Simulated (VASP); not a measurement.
# Ca (Fm-3m) in VASP: notebook

Ca is run at these levels: r2SCAN; tasks: single point, relaxation of volume and atoms at fixed shape.

All numbers are computed with VASP 6.6.1; they aren't measurements. Logs are shortened: lines on timing, memory, paths and dates and some standing lists are left out, and cuts for length are marked.

### Step 1. The cell of the first run

The structure is cubic, space group Fm-3m (No. 225). The conventional cell has a = 5.547 Å, b = 5.547 Å, c = 5.547 Å, α = 90.00°, β = 90.00°, γ = 90.00°. Within 5.1 Å of Ca (site symmetry m-3m) lie 12 Ca at 3.92 Å.

### Step 2. Single point, r2SCAN

POSCAR

```
Ca
1.0
    0.0000000000      2.7736905194      2.7736905194
    2.7736905194      0.0000000000      2.7736905194
    2.7736905194      2.7736905194      0.0000000000
Ca
1
Direct
    0.0000000000      0.0000000000      0.0000000000
```

INCAR.step1

```
SYSTEM = Ca
PREC = Accurate
ENCUT = 520
ISMEAR = -1
SIGMA = 0.02
LREAL = .FALSE.
LASPH = .TRUE.
NELM = 60
NBANDS = 11
GGA = PE
ALGO = Normal
EDIFF = 1E-4
LWAVE = .TRUE.
LCHARG = .FALSE.
```

INCAR.step2

```
SYSTEM = Ca
PREC = Accurate
ENCUT = 520
EDIFF = 1E-6
ISMEAR = -1
SIGMA = 0.02
LREAL = .FALSE.
LASPH = .TRUE.
NELM = 60
ALGO = Normal
ISIF = 2
LWAVE = .FALSE.
LCHARG = .FALSE.
METAGGA = R2SCAN
LMIXTAU = .TRUE.
NBANDS = 11
ISTART = 1
```

KPOINTS

```
regular mesh
0
G
  6 6 6
  0 0 0
```

Potentials or basis: VASP PAW PBE potentials, release 64 (Ca_sv).

The run is started by

```
$ cat potpaw_PBE.64/Ca_sv/POTCAR > POTCAR
$ cp INCAR.step1 INCAR
$ mpirun -np 1 vasp_std > vasp.out
$ cp INCAR.step2 INCAR
$ mpirun -np 1 vasp_std > vasp.out
```

OUTCAR:

```text
SYSTEM = Ca
   PREC = Accurate
   ENCUT = 520
   EDIFF = 1E-6
   ISMEAR = -1
   LREAL = .FALSE.
   LASPH = .TRUE.
   NELM = 60
   ISIF = 2
   METAGGA = R2SCAN
   ISTART = 1

 ion  position               nearest neighbor table
   1  0.000  0.000  0.000-

  LATTYP: Found a face centered cubic cell.
 ALAT       =     5.5473810388

  Lattice vectors:

 A1 = (   0.0000000000,   2.7736905194,   2.7736905194)
 A2 = (   2.7736905194,   0.0000000000,   2.7736905194)
 A3 = (   2.7736905194,   2.7736905194,   0.0000000000)

Analysis of symmetry for initial positions (statically):
=====================================================================
 Subroutine PRICEL returns:
 Original cell was already a primitive cell.

 Routine SETGRP: Setting up the symmetry group for a
 face centered cubic supercell.

 Subroutine GETGRP returns: Found 48 space group operations
 (whereof 48 operations were pure point group operations)
 out of a pool of 48 trial point group operations.

The static configuration has the point symmetry O_h .

Analysis of symmetry for dynamics (positions and initial velocities):
=====================================================================
 Subroutine PRICEL returns:
 Original cell was already a primitive cell.

 Routine SETGRP: Setting up the symmetry group for a
 face centered cubic supercell.

 Subroutine GETGRP returns: Found 48 space group operations
 (whereof 48 operations were pure point group operations)
 out of a pool of 48 trial point group operations.

The dynamic configuration has the point symmetry O_h .

 Subroutine INISYM returns: Found 48 space group operations
 (whereof 48 operations are pure point group operations),
 and found     1 'primitive' translations

----------------------------------------------------------------------------------------

                                     Primitive cell

  volume of cell :      42.6780

  direct lattice vectors                    reciprocal lattice vectors
     0.000000000  2.773690519  2.773690519    -0.180265245  0.180265245  0.180265245
     2.773690519  0.000000000  2.773690519     0.180265245 -0.180265245  0.180265245
     2.773690519  2.773690519  0.000000000     0.180265245  0.180265245 -0.180265245

  length of vectors
     3.922590750  3.922590750  3.922590750     0.312228563  0.312228563  0.312228563

[... 72 lines left out ...]
   NSW    =      0    number of steps for IOM
   IBRION =     -1    ionic relax: 0-MD 1-quasi-New 2-CG
   NFREE  =      0    steps in history (QN), initial steepest desc. (CG)
   ISIF   =      2    stress and relaxation
   ISYM   =      2    0-nonsym 1-usesym 2-fastsym
   POTIM  = 0.5000    time-step for ionic-motion
   TEBEG  =    0.0;   TEEND  =   0.0 temperature during run
   PSTRESS=    0.0 pullay stress
   NELECT =      10.0000    total number of electrons
   NUPDOWN=      -1.0000    fix difference up-down
   EMIN   =  10.00;   EMAX   =-10.00  energy-range for DOS
   EFERMI =   0.00;   METHOD = LEGACY
   ISMEAR =    -1;   SIGMA  =   0.02  broadening in eV -4-tet -1-fermi 0-gaus
   EFERMI_NEDOS =   21; number of points for ismear=-14 and -15
   IALGO  =     38    algorithm
   IMIX   =      4    mixing-type and parameters
     AMIX     =   0.40;   BMIX     =  1.00
     AMIX_MAG =   1.60;   BMIX_MAG =  1.00
  volume/ion in A,a.u.               =      42.68       288.01
  Fermi-wavevector in a.u.,A,eV,Ry     =   1.009269  1.907241 13.859213  1.018623
  Thomas-Fermi vector in A             =   2.142187
   LORBIT       =      0    0 simple, 1 ext, 2 COOP (PROOUT), +10 PAW based schemes
   METAGGA = R2SCAN    functional components
   LHFCALC =     F    Hartree Fock is set to
   AEXX    =    0.0000 exact exchange contribution
   IVDW    =     0    specifies the selected vdW correction
   LEPSILON=     F    determine dielectric tensor
   LRPA    =     F    only Hartree local field effects (RPA)
 non-spin polarized calculation
  energy-cutoff  :      520.00
  volume of cell :       42.68
 maximum number of plane-waves:      1167
 NGX is ok and might be reduce to    30
   NGX = 15   NGY = 15   NGZ = 15

 number of electron       9.9999999 magnetization

 Free energy of the ion-electron system (eV)
  ---------------------------------------------------
  ext. energy  EPLUGINS =         0.00000000
  ---------------------------------------------------
  free energy    TOTEN  =        -7.00875416 eV

  energy without entropy =       -7.00668239  energy(sigma->0) =       -7.00771828

 E-fermi :   2.0249     XC(G=0):  -8.1759

 val. band max:        2.0095974529   @ k =  -0.3333   0.5000   0.1667
 cond. band min:       2.1270025311   @ k =   0.5000   0.1667   0.0000
 fundamental gap:      0.1174050782
 Fermi energy:         2.0249458920

 k-point     1 :       0.0000    0.0000    0.0000
  band No.  band energies     occupation
      1     -41.8514      2.00000
      2     -21.8820      2.00000
      3     -21.8820      2.00000
      4     -21.8820      2.00000
      5      -2.3043      2.00000
      6       4.6502      0.00000
      7       4.6502      0.00000
      8       4.6502      0.00000
      9       5.7501      0.00000
     10       5.7501      0.00000
     11      11.4962      0.00000
[... 197 lines left out ...]
 k-point    16 :      -0.3333    0.5000    0.1667
  band No.  band energies     occupation
      1     -41.8331      2.00000
      2     -21.9940      2.00000
      3     -21.9533      2.00000
      4     -21.9339      2.00000
      5       2.0096      1.36593
      6       2.7090      0.00000
      7       2.7833      0.00000
      8       5.2696      0.00000
      9       6.6661      0.00000
     10       7.1162      0.00000
     11       7.8057      0.00000

------------------------ aborting loop because EDIFF is reached ----------------------------------------

  FORCE on cell =-STRESS in cart. coord.  units (eV):
  Direction    XX          YY          ZZ          XY          YZ          ZX
  --------------------------------------------------------------------------------------
  -------------------------------------------------------------------------------------
  Total        0.0160557      0.0160557      0.0160557     -0.0000000     -0.0000000     -0.0000000
  in kB        0.6027499      0.6027499      0.6027499     -0.0000000     -0.0000000     -0.0000000
  external PRESSURE =       0.6027499 kB  Pullay stress =       0.0000000 kB

 VOLUME and BASIS-vectors are now :
 -----------------------------------------------------------------------------
  energy-cutoff  :      520.00
  volume of cell :       42.68
      direct lattice vectors                 reciprocal lattice vectors
     0.000000000  2.773690519  2.773690519    -0.180265245  0.180265245  0.180265245
     2.773690519  0.000000000  2.773690519     0.180265245 -0.180265245  0.180265245
     2.773690519  2.773690519  0.000000000     0.180265245  0.180265245 -0.180265245

 POSITION                                       TOTAL-FORCE (eV/Angst)
 -----------------------------------------------------------------------------------
      0.00000      0.00000      0.00000         0.000000     -0.000000     -0.000000
 -----------------------------------------------------------------------------------
    total drift:                               -0.000000     -0.000000     -0.000000

  FREE ENERGIE OF THE ION-ELECTRON SYSTEM (eV)
  ---------------------------------------------------
  free  energy   TOTEN  =        -7.0087541590 eV

  energy  without entropy=       -7.0066823932  energy(sigma->0) =       -7.00771828
```

OUTCAR.step1:

```text
SYSTEM = Ca
   PREC = Accurate
   ENCUT = 520
   ISMEAR = -1
   LREAL = .FALSE.
   LASPH = .TRUE.
[... 432 lines left out ...]
 -----------------------------------------------------------------------------------
      0.00000      0.00000      0.00000         0.000000      0.000000      0.000000
 -----------------------------------------------------------------------------------
    total drift:                               -0.000000     -0.000000     -0.000000

  FREE ENERGIE OF THE ION-ELECTRON SYSTEM (eV)
  ---------------------------------------------------
  free  energy   TOTEN  =        -1.9042697810 eV

  energy  without entropy=       -1.9007597001  energy(sigma->0) =       -1.90251474
```

OSZICAR.step1:

```text
N       E                     dE             d eps       ncg     rms          rms(c)
DAV:   1     0.702544757361E+02    0.70254E+02   -0.51109E+03   352   0.825E+02
DAV:   2    -0.317222606024E+00   -0.70572E+02   -0.70109E+02   385   0.216E+02
DAV:   3    -0.184631932471E+01   -0.15291E+01   -0.15199E+01   506   0.308E+01
DAV:   4    -0.191171301840E+01   -0.65394E-01   -0.65294E-01   430   0.545E+00
DAV:   5    -0.191414209150E+01   -0.24291E-02   -0.24289E-02   529   0.842E-01    0.231E+00
DAV:   6    -0.190679909512E+01    0.73430E-02   -0.11981E-02   422   0.119E+00    0.141E+00
DAV:   7    -0.190473674733E+01    0.20623E-02   -0.17835E-02   379   0.157E+00    0.113E-01
DAV:   8    -0.190425775479E+01    0.47899E-03   -0.21899E-03   400   0.443E-01    0.255E-02
DAV:   9    -0.190426978103E+01   -0.12026E-04   -0.10835E-04   410   0.837E-02
   1 F= -.19042698E+01 E0= -.19025147E+01  d E =-.351008E-02
```

Run time: 18 s. Hardware: 1 thread of AMD EPYC 9R45 (Zen 5), shared host; peak memory 0.14 GiB.

Results:

```
Free energy            : -7.0088 eV
Pressure               : 0.1 GPa
Band gap on the k mesh : zero (band 5 reaches 2.01 eV, above the bottom of band 6 at 1.67 eV)
```

Levels at points of the mesh, in eV from the Fermi level:
```
           k point  band 1  band 2  band 3  band 4  band 5  band 6  band 7  band 8  band 9  band 10
(0.00, 0.00, 0.00)  -43.88  -23.91  -23.91  -23.91   -4.33    2.63    2.63    2.63    3.73     3.73
(0.50, 0.00, 0.00)  -43.86  -24.05  -23.93  -23.93   -1.01   -0.35    2.47    2.47    4.44     4.44
(0.50, 0.50, 0.00)  -43.86  -24.04  -23.96  -23.96   -0.46    0.69    0.85    4.42    4.64     4.64
```

Caveat: the PAW data sets were made with another functional, which shifts forces and pressure a little.

### Step 3. Relaxation of volume and atoms at fixed shape, r2SCAN

This run uses another cell than the first one, of 43.63 Å³/atom, 1.022 times its volume.

POSCAR

```
Ca
1.0
    0.0000000000      2.7942000000      2.7942000000
    2.7942000000      0.0000000000      2.7942000000
    2.7942000000      2.7942000000      0.0000000000
Ca
1
Direct
    0.0000000000      0.0000000000      0.0000000000
```

INCAR.step1

```
SYSTEM = Ca
  PREC = Accurate
  ENCUT = 600
  ISMEAR = -1
  SIGMA = 0.02
  LREAL = .False.
  LASPH = .True.
  NELM = 100
  GGA = PE
  ALGO = Normal
  EDIFF = 1E-4
  LWAVE = .True.
  LCHARG = .False.
```

INCAR.step2

```
SYSTEM = Ca
  PREC = Accurate
  ENCUT = 600
  EDIFF = 1E-7
  ISMEAR = -1
  SIGMA = 0.02
  LREAL = .False.
  LASPH = .True.
  NELM = 100
  ALGO = Normal
  ISIF = 8
  LWAVE = .False.
  LCHARG = .False.
  METAGGA = R2SCAN
  LMIXTAU = .True.
  IBRION = 2
  NSW = 60
  EDIFFG = -0.01
  ISTART = 1
```

KPOINTS

```
regular mesh
0
Gamma
  6 6 6
  0 0 0
```

Potentials or basis: VASP PAW PBE potentials, release 64 (Ca_sv).

The run is started by

```
$ cat potpaw_PBE.64/Ca_sv/POTCAR > POTCAR
$ cp INCAR.step1 INCAR
$ mpirun -np 1 vasp_std > vasp.out
$ cp INCAR.step2 INCAR
$ mpirun -np 1 vasp_std > vasp.out
```

Run time: 53 s. Hardware: 1 thread of AMD EPYC 9R45 (Zen 5), shared host; peak memory 0.17 GiB.

The run converged. Its results:

| Item | Value |
| --- | --- |
| Free energy | -7.0104 eV |
| Relaxed volume | 42.90 Å³/atom |
| Relaxed cell | a = 3.929 Å, b = 3.929 Å, c = 3.929 Å, α = 60.00°, β = 60.00°, γ = 60.00° |
| Space group after relaxing (to 0.05 Å) | Fm-3m (No. 225) |
| Energy gained by relaxing | 0.7 meV/atom |
| Ionic steps | 3 |
| Pressure after relaxing | 0.0 GPa |
| Band gap on the k mesh | zero (band 5 reaches 1.99 eV, above the bottom of band 6 at 1.65 eV) |

The path:
```tsv
step	energy change (eV)	largest force (eV/Å)	pressure (GPa)	volume (Å³)
1	0.0000	0.0000	-0.30	43.63
2	-0.0007	0.0000	-0.10	43.11
3	-0.0007	0.0000	-0.01	42.90
```

Final structure:
```
CELL_PARAMETERS angstrom
0.00000 2.77841 2.77841
2.77841 0.00000 2.77841
2.77841 2.77841 0.00000
ATOMIC_POSITIONS crystal
Ca 0.00000 0.00000 0.00000
```

Levels at points of the mesh, in eV from the Fermi level:
| k point | band 1 | band 2 | band 3 | band 4 | band 5 | band 6 | band 7 | band 8 | band 9 |
| --- | --- | --- | --- | --- | --- | --- | --- | --- | --- |
| (0.00, 0.00, 0.00) | -43.89 | -23.92 | -23.92 | -23.92 | -4.32 | 2.61 | 2.61 | 2.61 | 3.71 |
| (0.50, 0.00, 0.00) | -43.88 | -24.06 | -23.94 | -23.94 | -1.01 | -0.36 | 2.46 | 2.46 | 4.42 |
| (0.50, 0.50, 0.00) | -43.87 | -24.05 | -23.97 | -23.97 | -0.46 | 0.69 | 0.84 | 4.40 | 4.62 |

Caveat: the PAW data sets were made with another functional, which shifts forces and pressure a little.
